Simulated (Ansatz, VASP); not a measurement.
# Two plane-wave programs on Si2Te4S

```
Si Te S
1.0
     3.86902    0.00000    0.00000
    -1.93451    3.35067    0.00000
     0.00000    0.00000   14.34699
Si Te S
2 4 1
Direct
  0.00000 0.00000 0.26230
  0.00000 0.00000 0.73770
  0.66667 0.33333 0.36992
  0.33333 0.66667 0.13001
  0.66667 0.33333 0.86999
  0.33333 0.66667 0.63008
  0.00000 0.00000 0.00000
```

Alike in both runs: functional PBE; k mesh 5 × 5 × 2; occupations gaussian, width 0.2 eV; no spin polarisation.

Ansatz relaxed the structure, and its values are those at the end. VASP's run is a single point on that final structure, the one shown.

```csv
,VASP,Ansatz
version,VASP 6.6.1,Ansatz 0.2.0
potentials or method,"VASP PAW PBE potentials, release 64 (Si, Te, S), cutoff 520 eV","scalar-relativistic, plane waves, PAW"
valence electrons in the cell,38,78
```

|  | VASP | Ansatz | Ansatz less VASP |
| --- | --- | --- | --- |
| gap on the k mesh at the Fermi level (eV) | none | none | - |
| pressure (GPa) | 0.0 | 0.0 | +0.01 |
| rms of the force components (eV/Å) | 0.004 | 0.004 | +0.0005 |

A gap of «none» marks a metal or a gap that the smearing closes. VASP's potentials hold 38 valence electrons a cell and Ansatz's 78, so a difference there can come from the potentials and not from the codes.

The k mesh is coarse, so the values compare programs but aren't converged. Spin-orbit coupling is off throughout.
